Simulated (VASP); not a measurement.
# TiC (Fm-3m) in VASP: a series of runs, part 2 of 2

VASP 6.6.1. The steps go on from the part before.

**4. Electric field gradients, PBEsol (9.73 Å³/atom)**

This run uses another cell than the first one, of 9.73 Å³/atom.

File INCAR:

```
  ALGO = Normal
  EDIFF = 1E-8
  ENCUT = 520
  GGA = PS
  ISIF = 2
  ISMEAR = -1
  LASPH = T
  LCHARG = F
  LEFG = T
  LREAL = F
  LWAVE = F
  NBANDS = 15
  NELM = 60
  PREC = Accurate
  SIGMA = 0.03
```

File KPOINTS:

```
k-points
0
Gamma
  14 14 14
```

File POSCAR:

```
TiC
1.0
    0.0000000000      2.1347531715      2.1347531715
    2.1347531715      0.0000000000      2.1347531715
    2.1347531715      2.1347531715      0.0000000000
Ti C
1 1
Direct
    0.0000000000      0.0000000000      0.0000000000
    0.5000000000      0.5000000000      0.5000000000
```

Potentials or basis: VASP PAW PBE potentials, release 64 (Ti_sv, C).

On the command line:

```sh
$ cat potpaw_PBE.64/Ti_sv/POTCAR potpaw_PBE.64/C/POTCAR > POTCAR
$ mpirun -np 1 vasp_std > vasp.out
```

OUTCAR:

```text
EDIFF = 1E-8
   ENCUT = 520
   GGA = PS
   ISIF = 2
   ISMEAR = -1
   LASPH = T
   LREAL = F
   NELM = 60
   PREC = Accurate

 ion  position               nearest neighbor table
   1  0.000  0.000  0.000-   2 2.13   2 2.13   2 2.13   2 2.13   2 2.13   2 2.13
   2  0.500  0.500  0.500-   1 2.13   1 2.13   1 2.13   1 2.13   1 2.13   1 2.13

  LATTYP: Found a face centered cubic cell.
 ALAT       =     4.2695063430

  Lattice vectors:

 A1 = (   0.0000000000,   2.1347531715,   2.1347531715)
 A2 = (   2.1347531715,   0.0000000000,   2.1347531715)
 A3 = (   2.1347531715,   2.1347531715,   0.0000000000)

Analysis of symmetry for initial positions (statically):
=====================================================================
 Subroutine PRICEL returns:
 Original cell was already a primitive cell.

 Routine SETGRP: Setting up the symmetry group for a
 face centered cubic supercell.

 Subroutine GETGRP returns: Found 48 space group operations
 (whereof 48 operations were pure point group operations)
 out of a pool of 48 trial point group operations.

The static configuration has the point symmetry O_h .

Analysis of symmetry for dynamics (positions and initial velocities):
=====================================================================
 Subroutine PRICEL returns:
 Original cell was already a primitive cell.

 Routine SETGRP: Setting up the symmetry group for a
 face centered cubic supercell.

 Subroutine GETGRP returns: Found 48 space group operations
 (whereof 48 operations were pure point group operations)
 out of a pool of 48 trial point group operations.

The dynamic configuration has the point symmetry O_h .

[... 574 lines left out ...]
      7       8.0803      2.00000
      8       8.6578      2.00000
      9      10.6417      0.00000
     10      12.2412      0.00000
     11      13.4177      0.00000
     12      14.5941      0.00000
     13      16.5826      0.00000
     14      22.4221      0.00000
     15      24.5053      0.00000

 [... further k-points ...]

------------------------ aborting loop because EDIFF is reached ----------------------------------------

  FORCE on cell =-STRESS in cart. coord.  units (eV):
  Direction    XX          YY          ZZ          XY          YZ          ZX
  --------------------------------------------------------------------------------------
  -------------------------------------------------------------------------------------
  Total        0.5882722      0.5882722      0.5882722     -0.0000000     -0.0000000      0.0000000
  in kB       48.4413168     48.4413168     48.4413168     -0.0000000     -0.0000000      0.0000000
  external PRESSURE =      48.4413168 kB  Pullay stress =       0.0000000 kB

 VOLUME and BASIS-vectors are now :
 -----------------------------------------------------------------------------
  energy-cutoff  :      520.00
  volume of cell :       19.46
      direct lattice vectors                 reciprocal lattice vectors
     0.000000000  2.134753171  2.134753171    -0.234219116  0.234219116  0.234219116
     2.134753171  0.000000000  2.134753171     0.234219116 -0.234219116  0.234219116
     2.134753171  2.134753171  0.000000000     0.234219116  0.234219116 -0.234219116

 POSITION                                       TOTAL-FORCE (eV/Angst)
 -----------------------------------------------------------------------------------
      0.00000      0.00000      0.00000         0.000000      0.000000      0.000000
      2.13475      2.13475      2.13475         0.000000      0.000000      0.000000
 -----------------------------------------------------------------------------------
    total drift:                                0.000000     -0.000000     -0.000000

  FREE ENERGIE OF THE ION-ELECTRON SYSTEM (eV)
  ---------------------------------------------------
  free  energy   TOTEN  =       -19.7969977835 eV

  energy  without entropy=      -19.7960743277  energy(sigma->0) =      -19.79653606

 Electric field gradients (V/A^2)
---------------------------------------------------------------------
 ion       V_xx      V_yy      V_zz      V_xy      V_xz      V_yz
---------------------------------------------------------------------
   1      -0.000    -0.000    -0.000     0.001     0.001     0.001
   2      -0.000    -0.000     0.000    -0.000    -0.000    -0.000
---------------------------------------------------------------------

 Electric field gradients after diagonalization (V/A^2)
 (convention: |V_zz| > |V_xx| > |V_yy|)
----------------------------------------------------------------------
 ion       V_xx      V_yy      V_zz     asymmetry (V_yy - V_xx)/ V_zz
----------------------------------------------------------------------
   1      -0.001    -0.001     0.002       0.000
   2       0.000     0.000    -0.000       0.000
----------------------------------------------------------------------

           NMR quadrupolar parameters

 Cq : quadrupolar parameter    Cq=e*Q*V_zz/h
 eta: asymmetry parameters     (V_yy - V_xx)/ V_zz
 Q  : nuclear electric quadrupole moment in mb (millibarn)
----------------------------------------------------------------------
 ion       Cq(MHz)       eta       Q (mb)
----------------------------------------------------------------------
   1       0.000       0.000       1.000
   2      -0.000       0.000       1.000
----------------------------------------------------------------------
```

Wall time 48 s (1 thread of AMD EPYC 7R13, shared host); peak memory 0.13 GiB.

Results:

| Item | Value |
| --- | --- |
| Free energy | -19.7970 eV |
| Pressure | 4.8 GPa |
| Band gap on the k mesh | zero (bands 8 and 9 overlap by 1.09 eV) |
| Largest electric field gradient by atom | zero within the noise of the run |

Levels at points of the mesh, in eV from the Fermi level:
```
           k point  band 5  band 6  band 7  band 8  band 9  band 10  band 11  band 12
(0.00, 0.00, 0.00)  -12.57    0.68    0.68    0.68    1.76     1.76     1.76     1.82
(0.50, 0.00, 0.00)   -8.83   -6.07   -3.04   -3.04    3.09     3.09     4.36     8.40
(0.50, 0.50, 0.00)  -10.23   -3.47   -1.81    0.02    0.02     2.90     3.74     3.74
```

Caveat: the cell stands under pressure; the PAW data sets were made with another functional, which shifts forces and pressure a little.
